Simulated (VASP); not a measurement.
A run of VASP 6.6.1:

INCAR

```
ALGO = Normal
EDIFF = 1E-6
ENCUT = 1000
GGA = PE
GGA_COMPAT = False
ISIF = 2
ISMEAR = -1
IVDW = 12
LASPH = True
LCHARG = False
LREAL = Auto
LWAVE = False
NBANDS = 39
NELM = 120
PREC = Accurate
SIGMA = 0.05
```

KPOINTS

```
k-points
0
Gamma
  1 1 1
```

File POSCAR:

```
H11C2NO4
1.0
    5.4914470000      0.0000000000      0.0000000000
    0.0000000000      5.4914470000      0.0000000000
    0.0000000000      0.0000000000      5.4914470000
O H C N
4 11 2 1
Direct
    0.6042123324      0.3702667075      0.8974319519
    0.2900510558      0.6391757946      0.0976609626
    0.9015838631      0.8295263525      0.8707905221
    0.5284763743      1.0735603931      0.3053111502
    0.5782264675      0.3119760602      0.7378929452
    0.4657606638      0.4812939103      0.9510243839
    0.2141329963      0.7432467253     -0.0232179242
    0.3577199234      0.7491468096      0.2207068556
    0.8525803855      0.8386314208      0.7040403012
    0.8343338286      0.6646881960      0.9142763283
    0.5522588127      1.1391350950      0.1375047415
    0.6253178807      0.9165161751      0.3045281144
    0.9702178679      0.0892842997      0.4736092327
    1.0872179955      0.2520465007      0.2139144746
    1.2041452827      0.3241768517      0.5041112115
    1.0385058801      0.2661775667      0.4079070598
    0.8594820272      0.4495536422      0.4034637865
    0.7139648257      0.6012258700      0.3839971505
```

Potentials or basis: VASP PAW PBE potentials, release 64 (O_h, H_h, C_h, N_h).

The run is started by

```bash
$ cat potpaw_PBE.64/O_h/POTCAR potpaw_PBE.64/H_h/POTCAR potpaw_PBE.64/C_h/POTCAR potpaw_PBE.64/N_h/POTCAR > POTCAR
$ mpirun -np 1 vasp_gam > vasp.out
```

Hardware: 1 thread of AMD EPYC 7R13 Processor (Zen 3), on a shared host.

Q: How long does it take, and how much memory?

A: It took 31 s on 1 thread of AMD EPYC 7R13 Processor (Zen 3) (shared host), peak memory 0.41 GiB. Counts: scf iterations 15, k points 1.
